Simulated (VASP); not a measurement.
The system is Mg2CdTe3.

```
Mg Cd Te
1.0
     4.63322    0.00000    0.00000
    -2.31661    4.01249    0.00000
     0.00000    0.00000   11.31629
Mg Cd Te
2 1 3
Direct
  0.33333 0.66667 0.99940
  0.66667 0.33333 0.66925
  0.00000 0.00000 0.33209
  0.00000 0.00000 0.07917
  0.66667 0.33333 0.42020
  0.33333 0.66667 0.74989
```

Base run:

```yaml
Program: VASP 6.6.1
Functional: PBE
Potentials_or_basis: VASP PAW PBE potentials, release 64 (Mg, Cd, Te)
Cutoff: 520 eV
k_mesh: 6 × 6 × 4
Occupations: gaussian, width 0.02 eV
Spin: no spin polarisation
```

Its results: band gap on the k mesh 1.46 eV, direct; pressure 0.0 GPa; largest force 0.018 eV/Å.

Problem. The run is repeated on the same cell with these changes: functional from PBE to r2SCAN. What comes out?

Solution. Band gap on the k mesh 1.99 eV, direct; pressure -0.9 GPa; largest force 0.007 eV/Å.

r2SCAN gives the wider gap, since meta-GGAs in the generalised Kohn-Sham scheme recover part of the derivative discontinuity.

Caveats: spin-orbit coupling is left out, which moves the levels of the heavy elements; the PAW data sets were made with another functional, which shifts forces and pressure a little (some runs).

A k mesh can miss the band edges.
